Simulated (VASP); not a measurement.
Runs of VASP 6.6.1 on Li2S. The structure is that of space group Fm-3m (No. 225), or close to it. The cells are those of the table. 

```csv
task,level,potentials or basis,cell,cutoff (eV),gap on the mesh (eV),pressure (GPa),relaxed volume (Å³/atom)
relaxation of cell and atoms,LDA,"VASP PAW LDA potentials, release 64 (Li_sv, S)","relaxed from a = 4.023 Å, angles 60.0°, 3 atoms",750,3.12,-0.1,14.38
relaxation of cell and atoms,RPBE,"VASP PAW PBE potentials, release 64 (Li_sv, S)","relaxed from a = 4.023 Å, angles 60.0°, 3 atoms",750,3.57,0.0,16.00
single point,r2SCAN+D4,"VASP PAW PBE potentials, release 64 (Li_sv, S)","a = 4.010 Å, angles 60.0°, 3 atoms",830,3.85,-0.2,-
single point,LDA,"VASP PAW LDA potentials, release 64 (Li_sv, S)","a = 3.936 Å, angles 60.0°, 3 atoms",750,3.12,-0.1,-
single point,RPBE,"VASP PAW PBE potentials, release 64 (Li_sv, S)","a = 4.088 Å, angles 60.0°, 3 atoms",750,3.57,-0.2,-
relaxation of cell and atoms,r2SCAN+D4,"VASP PAW PBE potentials, release 64 (Li_sv, S)","relaxed from a = 4.023 Å, angles 60.0°, 3 atoms",830,3.85,0.0,(a)
```

Alike in all rows: no spin polarisation; k mesh 6 × 6 × 6; smearing gaussian 0.01 eV.

**Question.** Estimate the missing entries.

**Answer.** (a) 15.12.

Caveats: the PAW data sets were made with another functional, which shifts forces and pressure a little (at least some runs).

A k mesh can miss the band edges.
